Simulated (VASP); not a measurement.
# Hf (P6_3/mmc) in VASP: a series of runs

Hf is run at these levels: PBEsol; tasks: single point.

Program: VASP 6.6.1. These are calculated values, not measurements. Logs are shortened: lines on timing, memory, paths and dates and some standing lists are left out, and cuts for length are marked.

## 1. The cell of the first run

The structure is hexagonal, space group P6_3/mmc (No. 194). Conventional cell: a = 3.200 Å, b = 3.200 Å, c = 5.071 Å, α = 90.00°, β = 90.00°, γ = 120.00°. Within 4.1 Å of Hf (site symmetry -6m2) lie 12 Hf at 3.14 to 3.20 Å.

## 2. Single point, PBEsol (volume scaled by 1.04)

File INCAR:

```
PREC = Accurate ; ENCUT = 520
EDIFF = 1E-7 ; ISMEAR = -1
SIGMA = 0.1 ; LREAL = False
LASPH = True ; NELM = 100
ALGO = Normal ; ISIF = 2
LWAVE = False ; LCHARG = True
GGA = PS ; LELF = True
LVHAR = True ; NBANDS = 17
```

File KPOINTS:

```
Automatic mesh
0
Gamma
  19 19 10
```

File POSCAR:

```
Hf
1.0
    3.2002400984      0.0000000000      0.0000000000
   -1.6001200492      2.7714892234      0.0000000000
    0.0000000000      0.0000000000      5.0705887025
Hf
2
Direct
    0.3333333333      0.6666666667      0.2500000000
    0.6666666667      0.3333333333      0.7500000000
```

Potentials or basis: VASP PAW PBE potentials, release 64 (Hf_pv).

Run with:

```console
> cat potpaw_PBE.64/Hf_pv/POTCAR > POTCAR
> mpirun -np 1 vasp_std > vasp.out
```

OUTCAR:

```text
PREC = Accurate
   ENCUT = 520
   EDIFF = 1E-7
   ISMEAR = -1
   LREAL = False
   LASPH = True
   NELM = 100
   ISIF = 2
   GGA = PS

 ion  position               nearest neighbor table
   1  0.333  0.667  0.250-   2 3.14   2 3.14   2 3.14   2 3.14   2 3.14   2 3.14
   2  0.667  0.333  0.750-   1 3.14   1 3.14   1 3.14   1 3.14   1 3.14   1 3.14

  LATTYP: Found a hexagonal cell.
 ALAT       =     3.2002400984
 C/A-ratio  =     1.5844400878

  Lattice vectors:

 A1 = (   3.2002400984,   0.0000000000,   0.0000000000)
 A2 = (  -1.6001200492,   2.7714892234,   0.0000000000)
 A3 = (   0.0000000000,   0.0000000000,   5.0705887025)

Analysis of symmetry for initial positions (statically):
=====================================================================
 Subroutine PRICEL returns:
 Original cell was already a primitive cell.

 Routine SETGRP: Setting up the symmetry group for a
 hexagonal supercell.

 Subroutine GETGRP returns: Found 24 space group operations
 (whereof 12 operations were pure point group operations)
 out of a pool of 24 trial point group operations.

The static configuration has the point symmetry D_3d.
 The point group associated with its full space group is D_6h.

Analysis of symmetry for dynamics (positions and initial velocities):
=====================================================================
 Subroutine PRICEL returns:
 Original cell was already a primitive cell.

 Routine SETGRP: Setting up the symmetry group for a
 hexagonal supercell.

 Subroutine GETGRP returns: Found 24 space group operations
 (whereof 12 operations were pure point group operations)
 out of a pool of 24 trial point group operations.

The dynamic configuration has the point symmetry D_3d.
 The point group associated with its full space group is D_6h.

 Subroutine INISYM returns: Found 24 space group operations
 (whereof 12 operations are pure point group operations),
 and found     1 'primitive' translations

----------------------------------------------------------------------------------------

                                     Primitive cell

  volume of cell :      44.9732

  direct lattice vectors                    reciprocal lattice vectors
     3.200240098  0.000000000  0.000000000     0.312476555  0.180408423  0.000000000
    -1.600120049  2.771489223  0.000000000     0.000000000  0.360816846  0.000000000
     0.000000000  0.000000000  5.070588703     0.000000000  0.000000000  0.197215759

  length of vectors
     3.200240098  3.200240098  5.070588703     0.360816846  0.360816846  0.197215759

  position of ions in fractional coordinates (direct lattice)
     0.333333333  0.666666667  0.250000000
     0.666666667  0.333333333  0.750000000

  ion indices of the primitive-cell ions
   primitive index   ion index
                 1           1
                 2           2

----------------------------------------------------------------------------------------

 KPOINTS: Automatic mesh

Automatic generation of k-mesh.
 Grid dimensions read from file:
 generate k-points for:   19   19   10

 Generating k-lattice:

  Cartesian coordinates                     Fractional coordinates (reciprocal lattice)
     0.016446134  0.009495180  0.000000000     0.052631579  0.000000000  0.000000000
     0.000000000  0.018990360  0.000000000     0.000000000  0.052631579  0.000000000
     0.000000000  0.000000000  0.019721576     0.000000000  0.000000000  0.100000000

  Length of vectors
     0.018990360  0.018990360  0.019721576

  Shift w.r.t. Gamma in fractional coordinates (k-lattice)
     0.000000000  0.000000000  0.000000000

 Subroutine IBZKPT returns following result:
 ===========================================

 Found    240 irreducible k-points:

 Following reciprocal coordinates:
            Coordinates               Weight
  0.000000  0.000000  0.000000      1.000000
  0.052632  0.000000  0.000000      6.000000
  0.105263  0.000000  0.000000      6.000000
  0.157895  0.000000  0.000000      6.000000
  0.210526  0.000000  0.000000      6.000000
  0.263158  0.000000  0.000000      6.000000
[... 16 lines left out ...]
  0.263158  0.105263  0.000000     12.000000
  0.315789  0.105263  0.000000     12.000000
 [... further k-points ...]
   k-points           NKPTS =    240   k-points in BZ     NKDIM =    240   number of bands    NBANDS=     17
   number of dos      NEDOS =    301   number of ions     NIONS =      2
   total plane-waves  NPLWV =  23040
   dimension x,y,z NGX =    24 NGY =   24 NGZ =   40
   dimension x,y,z NGXF=    48 NGYF=   48 NGZF=   80
   ions per type =               2
   NGX,Y,Z   is equivalent  to a cutoff of  12.47, 12.47, 13.11 a.u.
   NGXF,Y,Z  is equivalent  to a cutoff of  24.94, 24.94, 26.23 a.u.
 SYSTEM =  unknown system
   PREC   = accura    normal or accurate (medium, high low for compatibility)
   ISTART =      0    job   : 0-new  1-cont  2-samecut
   ICHARG =      2    charge: 1-file 2-atom 10-const
   ISPIN  =      1    spin polarized calculation?
   LNONCOLLINEAR =      F non collinear calculations
   LSORBIT =      F    spin-orbit coupling
   LASPH  =      T    aspherical Exc in radial PAW
   ENCUT  =  520.0 eV  38.22 Ry    6.18 a.u.   5.95  5.95  9.43*2*pi/ulx,y,z
   NELM   =    100;   NELMIN=  2; NELMDL= -5     # of ELM steps
   EDIFF  = 0.1E-06   stopping-criterion for ELM
   LREAL  =      F    real-space projection
   EDIFFG = 0.1E-05   stopping-criterion for IOM
   NSW    =      0    number of steps for IOM
   IBRION =     -1    ionic relax: 0-MD 1-quasi-New 2-CG
   NFREE  =      0    steps in history (QN), initial steepest desc. (CG)
   ISIF   =      2    stress and relaxation
   ISYM   =      2    0-nonsym 1-usesym 2-fastsym
   POTIM  = 0.5000    time-step for ionic-motion
   TEBEG  =    0.0;   TEEND  =   0.0 temperature during run
   PSTRESS=    0.0 pullay stress
   NELECT =      20.0000    total number of electrons
   NUPDOWN=      -1.0000    fix difference up-down
   EMIN   =  10.00;   EMAX   =-10.00  energy-range for DOS
   EFERMI =   0.00;   METHOD = LEGACY
   ISMEAR =    -1;   SIGMA  =   0.10  broadening in eV -4-tet -1-fermi 0-gaus
   EFERMI_NEDOS =   21; number of points for ismear=-14 and -15
   IALGO  =     38    algorithm
   IMIX   =      4    mixing-type and parameters
     AMIX     =   0.40;   BMIX     =  1.00
     AMIX_MAG =   1.60;   BMIX_MAG =  1.00
  volume/ion in A,a.u.               =      22.49       151.75
  Fermi-wavevector in a.u.,A,eV,Ry     =   1.249588  2.361379 21.245085  1.561470
  Thomas-Fermi vector in A             =   2.383621
   LORBIT       =      0    0 simple, 1 ext, 2 COOP (PROOUT), +10 PAW based schemes
   GGA     = PS    functional components
   LHFCALC =     F    Hartree Fock is set to
   AEXX    =    0.0000 exact exchange contribution
   IVDW    =     0    specifies the selected vdW correction
   LEPSILON=     F    determine dielectric tensor
   LRPA    =     F    only Hartree local field effects (RPA)
 non-spin polarized calculation
  energy-cutoff  :      520.00
  volume of cell :       44.97
 maximum number of plane-waves:      1230
 NGX is ok and might be reduce to    24
   NGX = 11   NGY = 11   NGZ = 19

 number of electron      20.0000005 magnetization

 Free energy of the ion-electron system (eV)
  ---------------------------------------------------
  ext. energy  EPLUGINS =         0.00000000
  ---------------------------------------------------
  free energy    TOTEN  =       -21.00512625 eV

  energy without entropy =      -20.94799542  energy(sigma->0) =      -20.97656083

 E-fermi :   4.7076     XC(G=0): -11.3675

 val. band max:        4.7070209023   @ k =   0.1579   0.0526   0.3000
 cond. band min:       4.7128413041   @ k =   0.3158   0.2632   0.4000
 fundamental gap:      0.0058204019
 Fermi energy:         4.7076312845

 k-point     1 :       0.0000    0.0000    0.0000
  band No.  band energies     occupation
      1     -26.3041      2.00000
      2     -25.5719      2.00000
      3     -25.5719      2.00000
      4     -25.4480      2.00000
      5     -25.4461      2.00000
      6     -25.4461      2.00000
[... 9 lines left out ...]
     16       7.3434      0.00000
     17      10.0271      0.00000

 k-point     2 :       0.0526    0.0000    0.0000
  band No.  band energies     occupation
      1     -26.2969      2.00000
      2     -25.5873      2.00000
      3     -25.5771      2.00000
      4     -25.4623      2.00000
      5     -25.4513      2.00000
      6     -25.4481      2.00000
[... 9 lines left out ...]
     16       7.2610      0.00000
     17      10.0944      0.00000

 k-point     3 :       0.1053    0.0000    0.0000
  band No.  band energies     occupation
      1     -26.2759      2.00000
      2     -25.6316      2.00000
      3     -25.5918      2.00000
      4     -25.5088      2.00000
      5     -25.4610      2.00000
      6     -25.4542      2.00000
[... 9 lines left out ...]
     16       7.0454      0.00000
     17      10.2635      0.00000

 k-point     4 :       0.1579    0.0000    0.0000
  band No.  band energies     occupation
      1     -26.2422      2.00000
      2     -25.7003      2.00000
      3     -25.6140      2.00000
      4     -25.5793      2.00000
      5     -25.4773      2.00000
      6     -25.4642      2.00000
[... 9 lines left out ...]
     16       7.3625      0.00000
     17      10.4738      0.00000
[... 343 lines left out ...]
      1     -26.1274      2.00000
      2     -25.8771      2.00000
      3     -25.8058      2.00000
      4     -25.6608      2.00000
      5     -25.5392      2.00000
      6     -25.5217      2.00000
[... 9 lines left out ...]
     16       8.9114      0.00000
     17      10.7123      0.00000

 k-point    23 :       0.2632    0.1053    0.0000
  band No.  band energies     occupation
      1     -26.0709      2.00000
      2     -25.9616      2.00000
      3     -25.8661      2.00000
      4     -25.7025      2.00000
      5     -25.5738      2.00000
      6     -25.5406      2.00000
[... 9 lines left out ...]
     16       9.6364      0.00000
     17      10.8022      0.00000

 k-point    24 :       0.3158    0.1053    0.0000
  band No.  band energies     occupation
      1     -26.0348      2.00000
      2     -26.0138      2.00000
      3     -25.9173      2.00000
      4     -25.7377      2.00000
      5     -25.6118      2.00000
      6     -25.5568      2.00000
[... 9 lines left out ...]
     16      10.3937      0.00000
     17      10.8647      0.00000

 [... further k-points ...]
[... 5 lines left out ...]
  --------------------------------------------------------------------------------------
  -------------------------------------------------------------------------------------
  Total       -1.2567974     -1.2567974     -1.3330904      0.0000000      0.0000000      0.0000000
  in kB      -44.7735700    -44.7735700    -47.4915152      0.0000000      0.0000000      0.0000000
  external PRESSURE =     -45.6795517 kB  Pullay stress =       0.0000000 kB

 VOLUME and BASIS-vectors are now :
 -----------------------------------------------------------------------------
  energy-cutoff  :      520.00
  volume of cell :       44.97
      direct lattice vectors                 reciprocal lattice vectors
     3.200240098  0.000000000  0.000000000     0.312476555  0.180408423  0.000000000
    -1.600120049  2.771489223  0.000000000     0.000000000  0.360816846  0.000000000
     0.000000000  0.000000000  5.070588703     0.000000000  0.000000000  0.197215759

 POSITION                                       TOTAL-FORCE (eV/Angst)
 -----------------------------------------------------------------------------------
     -0.00000      1.84766      1.26765        -0.000000      0.000000      0.000000
      1.60012      0.92383      3.80294         0.000000     -0.000000      0.000000
 -----------------------------------------------------------------------------------
    total drift:                               -0.000000      0.000000     -0.000000

  FREE ENERGIE OF THE ION-ELECTRON SYSTEM (eV)
  ---------------------------------------------------
  free  energy   TOTEN  =       -21.0051262463 eV

  energy  without entropy=      -20.9479954230  energy(sigma->0) =      -20.97656083
```

Run time: 52 s. Hardware: 1 thread of Intel Xeon 6975P-C (Granite Rapids), shared host; peak memory 0.27 GiB.

Results:

* Free energy: -21.0051 eV
* Pressure: -4.6 GPa
* Band gap on the k mesh: zero (band 10 reaches 5.89 eV, above the bottom of band 11 at 4.28 eV)

Stress tensor (GPa, compression positive):
```
-4.48  0.00  0.00
 0.00 -4.48  0.00
 0.00  0.00 -4.75
```

Caveat: the PAW data sets were made with another functional, which shifts forces and pressure a little; spin-orbit coupling is left out, which moves the levels of the heavy elements.

## 3. Single point, PBEsol (volume scaled by 1.08)

File INCAR:

```
SYSTEM = Hf
ALGO = Normal
EDIFF = 1E-7
ENCUT = 520
GGA = PS
ISIF = 2
ISMEAR = -1
LASPH = .True.
LCHARG = .False.
LREAL = .False.
LWAVE = .False.
NBANDS = 17
NELM = 80
PREC = Accurate
SIGMA = 0.1
```

File KPOINTS:

```
k-points
0
Gamma
  19 19 10
  0 0 0
```

File POSCAR:

```
Hf
1.0
    3.2407537676      0.0000000000      0.0000000000
   -1.6203768838      2.8065750902      0.0000000000
    0.0000000000      0.0000000000      5.1347801841
Hf
2
Direct
    0.3333333333      0.6666666667      0.2500000000
    0.6666666667      0.3333333333      0.7500000000
```

Potentials or basis: VASP PAW PBE potentials, release 64 (Hf_pv).

Run with:

```console
> cat potpaw_PBE.64/Hf_pv/POTCAR > POTCAR
> mpirun -np 1 vasp_std > vasp.out
```

Run time: 55 s. Hardware: 1 thread of Intel Xeon 6975P-C (Granite Rapids), shared host; peak memory 0.27 GiB.

It converged, with:

```
Free energy            : -20.9367 eV
Pressure               : -8.0 GPa
Band gap on the k mesh : zero (band 10 reaches 5.63 eV, above the bottom of band 11 at 4.05 eV)
```

Stress tensor (GPa, compression positive):
```
-7.92  0.00  0.00
 0.00 -7.92  0.00
 0.00  0.00 -8.31
```

Levels at points of the mesh, in eV from the Fermi level:
```tsv
k point	band 7	band 8	band 9	band 10	band 11	band 12	band 13	band 14
(0.00, 0.00, 0.00)	-7.22	-3.58	0.54	1.17	1.17	1.42	1.94	1.94
(0.00, 0.00, 0.50)	-5.32	-5.32	0.17	0.17	1.07	1.07	1.07	1.07
```

Caveat: the PAW data sets were made with another functional, which shifts forces and pressure a little; spin-orbit coupling is left out, which moves the levels of the heavy elements.

(Part 1 of 2 ends here.)
